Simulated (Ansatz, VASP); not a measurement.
**GaSb: VASP and Ansatz over several settings**

```
CELL_PARAMETERS angstrom
0.00000 3.01766 3.01766
3.01766 0.00000 3.01766
3.01766 3.01766 0.00000
ATOMIC_POSITIONS crystal
Sb 0.75000 0.75000 0.75000
Ga 0.00000 0.00000 0.00000
```

Single points on this cell with VASP 6.6.1 and Ansatz 0.2.0. Each row is one pair of runs. Alike in all rows: spin: off; smearing: fermi-dirac, width 0.05 eV; Ansatz's potentials, cutoff: Ansatz PAW, 420 eV.

| level | k mesh | VASP's potentials, cutoff | gap on the k mesh at the Fermi level (eV), VASP | gap on the k mesh at the Fermi level (eV), Ansatz | least direct gap on the mesh (eV), VASP | least direct gap on the mesh (eV), Ansatz | pressure (GPa), VASP | pressure (GPa), Ansatz |
| --- | --- | --- | --- | --- | --- | --- | --- | --- |
| b88 exchange, pbe correlation | 8 × 8 × 8 | VASP PAW PBE potentials, release 64 (Sb, Ga_d), 500 eV | 0.31 | 0.30 | 0.31 | 0.30 | 4.7 | 4.6 |
| PBE-based screened hybrid | 4 × 4 × 4 | VASP PAW PBE potentials, release 64 (Sb, Ga_d), 520 eV | 1.05 | 1.02 | 1.07 | 1.05 | 3.2 | 3.6 |
| B3LYP | 4 × 4 × 4 | VASP PAW PBE potentials, release 64 (Sb, Ga_d), 520 eV | 1.43 | 1.33 | 1.43 | 1.33 | 5.8 | 6.0 |

Gap on the k mesh at the fermi level (eV): the two programs differ by at most 0.101; least direct gap on the mesh (eV): the two programs differ by at most 0.101; pressure (GPa): the two programs differ by at most 0.47.

VASP's potentials hold 18 valence electrons a cell and Ansatz's 28, so a difference there can come from the potentials and not from the codes.

The k mesh is coarse in some rows, so the values compare programs but aren't converged. Neither program's run includes spin-orbit coupling.
